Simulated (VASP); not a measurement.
# MgO: single point with PBEsol

The system is MgO.

```xyz
4
Lattice="3.5530 0.0000 0.0000 -1.7765 3.0770 0.0000 0.0000 0.0000 4.0549" Properties=species:S:1:pos:R:3 pbc="T T T"
Mg    1.7765    1.0257    3.0412
Mg    0.0000    2.0513    1.0137
O     1.7765    1.0257    1.0137
O     0.0000    2.0513    3.0412
```

| Quantity | Value |
| --- | --- |
| Program | VASP 6.6.1 |
| Task | single point |
| Functional | PBEsol |
| Potentials or basis | VASP PAW PBE potentials, release 64 (Mg, O) |
| Cutoff | 520 eV |
| k mesh | 9 × 9 × 6 |
| Occupations | gaussian, width 0.05 eV |
| Spin | no spin polarisation |
| Dipole correction | no |
| Further INCAR settings | ALGO = Normal; EDIFF = 1e-06; NBANDS = 16 |

```yaml
Pressure: 0.7 GPa
Band_gap_on_the_k_mesh: 3.34 eV, direct
```

Stress tensor (GPa, compression positive):
```
-2.55  0.00  0.00
 0.00 -2.55  0.00
 0.00  0.00  7.26
```

Levels at points of the mesh, in eV from the valence-band top:
```csv
k point,band 5,band 6,band 7,band 8,band 9,band 10,band 11,band 12
"(0.00, 0.00, 0.00)",-1.75,-0.67,-0.67,0.00,3.34,9.60,12.13,12.13
"(0.00, 0.00, 0.50)",-1.23,-1.23,-1.23,-1.23,6.42,6.42,12.48,12.48
```

Wall time 30 s on 1 thread of Intel(R) Xeon(R) Platinum 8488C (Sapphire Rapids), with other jobs on the host, peak memory 0.17 GiB.

Caveat: the PAW data sets were made with another functional, which shifts forces and pressure a little.
